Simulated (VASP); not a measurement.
MgI, 2 atoms in the cell. It takes space group F-43m (No. 216, cubic). Conventional cell: a = 7.265 Å, b = 7.265 Å, c = 7.265 Å, α = 90.00°, β = 90.00°, γ = 90.00°. Within 4.1 Å of Mg (site symmetry -43m) lie 4 I at 3.15 Å. Within 4.1 Å of I (site symmetry -43m) lie 4 Mg at 3.15 Å. 

```yaml
Program: VASP 6.6.1
Task: single point
Functional: PBE
Potentials_or_basis: VASP PAW PBE potentials, release 64 (Mg, I)
Cutoff: 520 eV
k_mesh: 14 × 14 × 14
Occupations: gaussian, width 0.1 eV
Spin: no spin polarisation
Dipole_correction: no
Further_INCAR_settings: ALGO = Normal; EDIFF = 1e-07; NBANDS = 12
```

Potentials or basis: VASP PAW PBE potentials, release 64 (Mg, I).

Run with:

```console
$ cat potpaw_PBE.64/Mg/POTCAR potpaw_PBE.64/I/POTCAR > POTCAR
$ mpirun -np 1 vasp_std > vasp.out
```

Hardware: 1 thread of AMD EPYC 9R45 96-Core Processor (Zen 5), on a shared host.

How long does it take, and how much memory?

It took 65 s on 1 thread of AMD EPYC 9R45 96-Core Processor (Zen 5) (shared host), peak memory 0.29 GiB. Counts: scf iterations 14, k points 104.
